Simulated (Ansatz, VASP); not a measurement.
**P: VASP beside Ansatz**

The input POSCAR:

```
P
1.0
    3.3430000000      0.0000000000      0.0000000000
   -1.6715000000      2.8951229249      0.0000000000
    0.0000000000      0.0000000000     28.0000000000
P
2
Direct
    0.3333333333      0.6666666667      0.5140357143
    0.6666666667      0.3333333333      0.4859642857
```

File INCAR.step1:

```
PREC = Accurate
ENCUT = 520
ISMEAR = 0
SIGMA = 0.02
LREAL = F
LASPH = T
NELM = 80
LDIPOL = T
IDIPOL = 3
DIPOL = 0.5 0.5 0.500
NBANDS = 12
GGA = PE
ALGO = Normal
EDIFF = 1E-4
LWAVE = T
LCHARG = F
```

Contents of INCAR.step2:

```
PREC = Accurate
ENCUT = 520
EDIFF = 1E-6
ISMEAR = 0
SIGMA = 0.02
LREAL = F
LASPH = T
NELM = 80
ALGO = Normal
ISIF = 2
LWAVE = F
LCHARG = F
LDIPOL = T
IDIPOL = 3
DIPOL = 0.5 0.5 0.500
METAGGA = R2SCAN
LMIXTAU = T
NBANDS = 12
ISTART = 1
```

Contents of KPOINTS:

```
Automatic mesh
0
Gamma
  9 9 1
```

Input for Ansatz:

```yaml
crystal:
  lattice:
    - [3.343, 0.0, 0.0]
    - [-1.6715, 2.8951229249, 0.0]
    - [0.0, 0.0, 28.0]
  atoms:
    - { symbol: P, position: [0.3333333333, 0.6666666667, 0.5140357143] }
    - { symbol: P, position: [0.6666666667, 0.3333333333, 0.4859642857] }
  periodic: [true, true, false]
basis:
  ecutwfc: 500
kpoints:
  mp_grid: { grid: [9, 9, 1] }
hamiltonian:
  xc: r2scan
scf:
  occupations: { method: gaussian, width: 0.02 }
output:
  forces: true
  stress: true
  eigenvalues: true
  write_density: true
  write_potential: true
  elf: true
  volumetric_format: npy
```

Alike in both runs: task single point; functional r2SCAN; k mesh 9 × 9 × 1; occupations gaussian, width 0.02 eV; no spin polarisation.

|  | VASP | Ansatz |
| --- | --- | --- |
| version | VASP 6.6.1 | Ansatz 0.2.0 |
| potentials or method | VASP PAW PBE potentials, release 64 (P), cutoff 520 eV | scalar-relativistic, plane waves, PAW |
| valence electrons in the cell | 10 | 10 |

|  | VASP | Ansatz | Ansatz less VASP |
| --- | --- | --- | --- |
| gap on the k mesh at the Fermi level (eV) | none | none | - |
| rms of the force components (eV/Å) | 2.101 | 2.139 | +0.0386 |

VASP's potentials were made for PBE, not for r2SCAN. Atom by atom the forces differ by 0.039 eV/Å (rms over components). A gap of «none» marks a metal or a gap that the smearing closes. Ansatz's warnings: xc potential rough in thin density.
